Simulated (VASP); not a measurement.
# Cs (Fm-3m) in VASP: further runs

The runs below take Cs through single point, with revPBE.

All numbers are computed with VASP 6.6.1; they aren't measurements. Logs are shortened: lines on timing, memory, paths and dates and some standing lists are left out, and cuts for length are marked.

## 1. The cell of the first run

The structure is cubic, space group Fm-3m (No. 225). The conventional cell has a = 8.015 Å, b = 8.015 Å, c = 8.015 Å, α = 90.00°, β = 90.00°, γ = 90.00°.

This isn't the form of Cs at room conditions, which is bcc.

## 2. Single point, revPBE

The input, INCAR:

```
ALGO = Normal ; EDIFF = 1E-6
ENCUT = 520 ; GGA = RE
ISIF = 2 ; ISMEAR = -1
LASPH = T ; LCHARG = F
LREAL = F ; LWAVE = F
NBANDS = 10 ; NELM = 60
PREC = Accurate ; SIGMA = 0.1
```

The input, KPOINTS:

```
k-points
0
Gamma
  7 7 7
```

The input, POSCAR:

```
Cs
1.0
    0.0000000000      4.0077479022      4.0077479022
    4.0077479022      0.0000000000      4.0077479022
    4.0077479022      4.0077479022      0.0000000000
Cs
1
Direct
    0.0000000000      0.0000000000      0.0000000000
```

Potentials or basis: VASP PAW PBE potentials, release 64 (Cs_sv).

The run is started by

```console
cat potpaw_PBE.64/Cs_sv/POTCAR > POTCAR
mpirun -np 1 vasp_std > vasp.out
```

OUTCAR:

```text
EDIFF = 1E-6
   ENCUT = 520
   GGA = RE
   ISIF = 2
   ISMEAR = -1
   LASPH = T
   LREAL = F
   NELM = 60
   PREC = Accurate

 ion  position               nearest neighbor table
   1  0.000  0.000  0.000-

  LATTYP: Found a face centered cubic cell.
 ALAT       =     8.0154958044

  Lattice vectors:

 A1 = (   0.0000000000,   4.0077479022,   4.0077479022)
 A2 = (   4.0077479022,   0.0000000000,   4.0077479022)
 A3 = (   4.0077479022,   4.0077479022,   0.0000000000)

Analysis of symmetry for initial positions (statically):
=====================================================================
 Subroutine PRICEL returns:
 Original cell was already a primitive cell.

 Routine SETGRP: Setting up the symmetry group for a
 face centered cubic supercell.

 Subroutine GETGRP returns: Found 48 space group operations
 (whereof 48 operations were pure point group operations)
 out of a pool of 48 trial point group operations.

The static configuration has the point symmetry O_h .

Analysis of symmetry for dynamics (positions and initial velocities):
=====================================================================
 Subroutine PRICEL returns:
 Original cell was already a primitive cell.

 Routine SETGRP: Setting up the symmetry group for a
 face centered cubic supercell.

 Subroutine GETGRP returns: Found 48 space group operations
 (whereof 48 operations were pure point group operations)
 out of a pool of 48 trial point group operations.

The dynamic configuration has the point symmetry O_h .

 Subroutine INISYM returns: Found 48 space group operations
 (whereof 48 operations are pure point group operations),
 and found     1 'primitive' translations

----------------------------------------------------------------------------------------

                                     Primitive cell

  volume of cell :     128.7452

  direct lattice vectors                    reciprocal lattice vectors
     0.000000000  4.007747902  4.007747902    -0.124758346  0.124758346  0.124758346
     4.007747902  0.000000000  4.007747902     0.124758346 -0.124758346  0.124758346
     4.007747902  4.007747902  0.000000000     0.124758346  0.124758346 -0.124758346

  length of vectors
     5.667811438  5.667811438  5.667811438     0.216087794  0.216087794  0.216087794

  position of ions in fractional coordinates (direct lattice)
     0.000000000  0.000000000  0.000000000

  ion indices of the primitive-cell ions
   primitive index   ion index
                 1           1

----------------------------------------------------------------------------------------

 KPOINTS: k-points

Automatic generation of k-mesh.
 Grid dimensions read from file:
 generate k-points for:    7    7    7

 Generating k-lattice:

  Cartesian coordinates                     Fractional coordinates (reciprocal lattice)
    -0.017822621  0.017822621  0.017822621     0.142857143  0.000000000  0.000000000
     0.017822621 -0.017822621  0.017822621     0.000000000  0.142857143  0.000000000
     0.017822621  0.017822621 -0.017822621     0.000000000  0.000000000  0.142857143

  Length of vectors
     0.030869685  0.030869685  0.030869685

  Shift w.r.t. Gamma in fractional coordinates (k-lattice)
     0.000000000  0.000000000  0.000000000

 Subroutine IBZKPT returns following result:
 ===========================================

 Found     20 irreducible k-points:

 Following reciprocal coordinates:
            Coordinates               Weight
  0.000000  0.000000  0.000000      1.000000
  0.142857  0.000000  0.000000      8.000000
  0.285714  0.000000  0.000000      8.000000
  0.428571  0.000000  0.000000      8.000000
  0.142857  0.142857  0.000000      6.000000
  0.285714  0.142857  0.000000     24.000000
[... 12 lines left out ...]
 -0.428571  0.428571  0.142857     24.000000
 -0.285714  0.428571  0.142857     24.000000
   k-points           NKPTS =     20   k-points in BZ     NKDIM =     20   number of bands    NBANDS=     10
   number of dos      NEDOS =    301   number of ions     NIONS =      1
   total plane-waves  NPLWV =  74088
   dimension x,y,z NGX =    42 NGY =   42 NGZ =   42
   dimension x,y,z NGXF=    84 NGYF=   84 NGZF=   84
   ions per type =               1
   NGX,Y,Z   is equivalent  to a cutoff of  12.32, 12.32, 12.32 a.u.
   NGXF,Y,Z  is equivalent  to a cutoff of  24.64, 24.64, 24.64 a.u.
 SYSTEM =  unknown system
   PREC   = accura    normal or accurate (medium, high low for compatibility)
   ISTART =      0    job   : 0-new  1-cont  2-samecut
   ICHARG =      2    charge: 1-file 2-atom 10-const
   ISPIN  =      1    spin polarized calculation?
   LNONCOLLINEAR =      F non collinear calculations
   LSORBIT =      F    spin-orbit coupling
   LASPH  =      T    aspherical Exc in radial PAW
   ENCUT  =  520.0 eV  38.22 Ry    6.18 a.u.  10.54 10.54 10.54*2*pi/ulx,y,z
   NELM   =     60;   NELMIN=  2; NELMDL= -5     # of ELM steps
   EDIFF  = 0.1E-05   stopping-criterion for ELM
   LREAL  =      F    real-space projection
   EDIFFG = 0.1E-04   stopping-criterion for IOM
   NSW    =      0    number of steps for IOM
   IBRION =     -1    ionic relax: 0-MD 1-quasi-New 2-CG
   NFREE  =      0    steps in history (QN), initial steepest desc. (CG)
   ISIF   =      2    stress and relaxation
   ISYM   =      2    0-nonsym 1-usesym 2-fastsym
   POTIM  = 0.5000    time-step for ionic-motion
   TEBEG  =    0.0;   TEEND  =   0.0 temperature during run
   PSTRESS=    0.0 pullay stress
   NELECT =       9.0000    total number of electrons
   NUPDOWN=      -1.0000    fix difference up-down
   EMIN   =  10.00;   EMAX   =-10.00  energy-range for DOS
   EFERMI =   0.00;   METHOD = LEGACY
   ISMEAR =    -1;   SIGMA  =   0.10  broadening in eV -4-tet -1-fermi 0-gaus
   EFERMI_NEDOS =   21; number of points for ismear=-14 and -15
   IALGO  =     38    algorithm
   IMIX   =      4    mixing-type and parameters
     AMIX     =   0.40;   BMIX     =  1.00
     AMIX_MAG =   1.60;   BMIX_MAG =  1.00
  volume/ion in A,a.u.               =     128.75       868.82
  Fermi-wavevector in a.u.,A,eV,Ry     =   0.674391  1.274415  6.187978  0.454804
  Thomas-Fermi vector in A             =   1.751096
   LORBIT       =      0    0 simple, 1 ext, 2 COOP (PROOUT), +10 PAW based schemes
   GGA     = RE    functional components
   LHFCALC =     F    Hartree Fock is set to
   AEXX    =    0.0000 exact exchange contribution
   IVDW    =     0    specifies the selected vdW correction
   LEPSILON=     F    determine dielectric tensor
   LRPA    =     F    only Hartree local field effects (RPA)
 non-spin polarized calculation
  energy-cutoff  :      520.00
  volume of cell :      128.75
 maximum number of plane-waves:      3495
 NGX is ok and might be reduce to    42
   NGX = 21   NGY = 21   NGZ = 21

 number of electron       9.0000001 magnetization

 Free energy of the ion-electron system (eV)
  ---------------------------------------------------
  ext. energy  EPLUGINS =         0.00000000
  ---------------------------------------------------
  free energy    TOTEN  =        -0.77608017 eV

  energy without entropy =       -0.73925090  energy(sigma->0) =       -0.75766554

 E-fermi :   0.3039     XC(G=0):  -5.0200

 val. band max:        0.1926803396   @ k =   0.4286   0.2857   0.0000
 cond. band min:       0.4418918139   @ k =  -0.2857   0.2857   0.0000
 fundamental gap:      0.2492114743
 Fermi energy:         0.3038752260

 k-point     1 :       0.0000    0.0000    0.0000
  band No.  band energies     occupation
      1     -23.6747      2.00000
      2     -10.4442      2.00000
      3     -10.4442      2.00000
      4     -10.4442      2.00000
      5      -1.2589      2.00000
      6       2.7062      0.00000
      7       2.7062      0.00000
      8       2.7062      0.00000
      9       3.6870      0.00000
     10       3.6870      0.00000

 k-point     2 :       0.1429    0.0000    0.0000
  band No.  band energies     occupation
      1     -23.6741      2.00000
      2     -10.4612      2.00000
      3     -10.4465      2.00000
      4     -10.4465      2.00000
      5      -1.0712      2.00000
      6       2.3549      0.00000
      7       2.7797      0.00000
      8       2.7797      0.00000
      9       3.5545      0.00000
     10       3.5545      0.00000

 k-point     3 :       0.2857    0.0000    0.0000
  band No.  band energies     occupation
      1     -23.6727      2.00000
      2     -10.4987      2.00000
      3     -10.4518      2.00000
      4     -10.4518      2.00000
      5      -0.5536      1.99962
      6       1.7370      0.00000
      7       2.7427      0.00000
      8       2.7427      0.00000
      9       3.6968      0.00000
     10       3.6968      0.00000

 k-point     4 :       0.4286    0.0000    0.0000
  band No.  band energies     occupation
      1     -23.6715      2.00000
      2     -10.5282      2.00000
      3     -10.4560      2.00000
      4     -10.4560      2.00000
      5       0.1263      1.71033
      6       1.1129      0.00061
      7       2.5941      0.00000
      8       2.5941      0.00000
      9       4.2437      0.00000
     10       4.2450      0.00000
[... 170 lines left out ...]
 k-point    18 :      -0.4286    0.2857    0.1429
  band No.  band energies     occupation
      1     -23.6708      2.00000
      2     -10.5156      2.00000
      3     -10.4833      2.00000
      4     -10.4651      2.00000
      5       0.5503      0.15678
      6       1.2387      0.00017
      7       1.8315      0.00000
      8       2.8265      0.00000
      9       3.7016      0.00000
     10       4.1820      0.00000

 k-point    19 :      -0.4286    0.4286    0.1429
  band No.  band energies     occupation
      1     -23.6704      2.00000
      2     -10.5167      2.00000
      3     -10.4846      2.00000
      4     -10.4746      2.00000
      5       0.6758      0.04737
      6       1.4445      0.00002
      7       1.5719      0.00001
      8       2.8651      0.00000
      9       3.9329      0.00000
     10       4.2441      0.00000

 k-point    20 :      -0.2857    0.4286    0.1429
  band No.  band energies     occupation
      1     -23.6703      2.00000
      2     -10.5057      2.00000
      3     -10.5004      2.00000
      4     -10.4731      2.00000
      5       1.0331      0.00136
      6       1.2925      0.00010
      7       1.4779      0.00002
      8       2.5340      0.00000
      9       3.8707      0.00000
     10       4.2290      0.00000

------------------------ aborting loop because EDIFF is reached ----------------------------------------

  FORCE on cell =-STRESS in cart. coord.  units (eV):
  Direction    XX          YY          ZZ          XY          YZ          ZX
  --------------------------------------------------------------------------------------
  -------------------------------------------------------------------------------------
  Total        0.0030681      0.0030681      0.0030681     -0.0000000      0.0000000      0.0000000
  in kB        0.0381816      0.0381816      0.0381816     -0.0000000      0.0000000      0.0000000
  external PRESSURE =       0.0381816 kB  Pullay stress =       0.0000000 kB

 VOLUME and BASIS-vectors are now :
 -----------------------------------------------------------------------------
  energy-cutoff  :      520.00
  volume of cell :      128.75
      direct lattice vectors                 reciprocal lattice vectors
     0.000000000  4.007747902  4.007747902    -0.124758346  0.124758346  0.124758346
     4.007747902  0.000000000  4.007747902     0.124758346 -0.124758346  0.124758346
     4.007747902  4.007747902  0.000000000     0.124758346  0.124758346 -0.124758346

 POSITION                                       TOTAL-FORCE (eV/Angst)
 -----------------------------------------------------------------------------------
      0.00000      0.00000      0.00000        -0.000000      0.000000      0.000000
 -----------------------------------------------------------------------------------
    total drift:                               -0.000000     -0.000000     -0.000000

  FREE ENERGIE OF THE ION-ELECTRON SYSTEM (eV)
  ---------------------------------------------------
  free  energy   TOTEN  =        -0.7760801724 eV

  energy  without entropy=       -0.7392508989  energy(sigma->0) =       -0.75766554
```

Run time: 18 s. Hardware: 1 thread of Intel Xeon Platinum 8488C (Sapphire Rapids), shared host; peak memory 0.24 GiB.

Results:

| Property | Result |
| --- | --- |
| Free energy | -0.7761 eV |
| Pressure | 0.0 GPa |
| Band gap on the k mesh | zero (an odd number of electrons rules out a gap without spin polarisation) |

Levels at points of the mesh, in eV from the Fermi level:
| k point | band 1 | band 2 | band 3 | band 4 | band 5 | band 6 | band 7 | band 8 | band 9 | band 10 |
| --- | --- | --- | --- | --- | --- | --- | --- | --- | --- | --- |
| (0.00, 0.00, 0.00) | -23.98 | -10.75 | -10.75 | -10.75 | -1.56 | 2.40 | 2.40 | 2.40 | 3.38 | 3.38 |

Caveat: the PAW data sets were made with another functional, which shifts forces and pressure a little; spin-orbit coupling is left out, which moves the levels of the heavy elements.

[end of part 1 of 2]
